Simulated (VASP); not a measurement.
A run of VASP 6.6.1 is set up as follows.

The input INCAR:

```
SYSTEM = Si
PREC = Accurate ; ENCUT = 520
EDIFF = 1E-6 ; ISMEAR = 0
SIGMA = 0.02 ; LREAL = .False.
LASPH = .True. ; NELM = 100
ALGO = Normal ; ISIF = 2
LWAVE = .False. ; LCHARG = .True.
GGA = PS ; LELF = .True.
LVHAR = .True. ; ISYM = 0
NBANDS = 11
```

KPOINTS

```
regular mesh
0
Gamma
  9 9 11
  0 0 0
```

POSCAR

```
Si
1.0
    3.7412330639      0.0000000000      0.0000170365
   -1.8706165319      3.2400028748     -0.0000170365
    1.8706312774     -1.0800094716      3.1779280985
Si
2
Direct
   -0.0018606249      0.0018606249      0.0055815842
    0.7518606249      0.2481393751      0.7444184158
```

Potentials or basis: VASP PAW PBE potentials, release 64 (Si).

Command:

```sh
$ cat potpaw_PBE.64/Si/POTCAR > POTCAR
$ mpirun -np 1 vasp_std > vasp.out
```

Q: Estimate the pressure.

A: 4.2 GPa.

Q: What does it give for the band gap on the k mesh?

A: 0.16 eV, indirect (least direct gap 1.95 eV).

Stress tensor (GPa, compression positive):
```
6.28 0.00 0.00
0.00 6.28 0.00
0.00 0.00 0.08
```

Caveat: the PAW data sets were made with another functional, which shifts forces and pressure a little. A k mesh can miss the band edges.
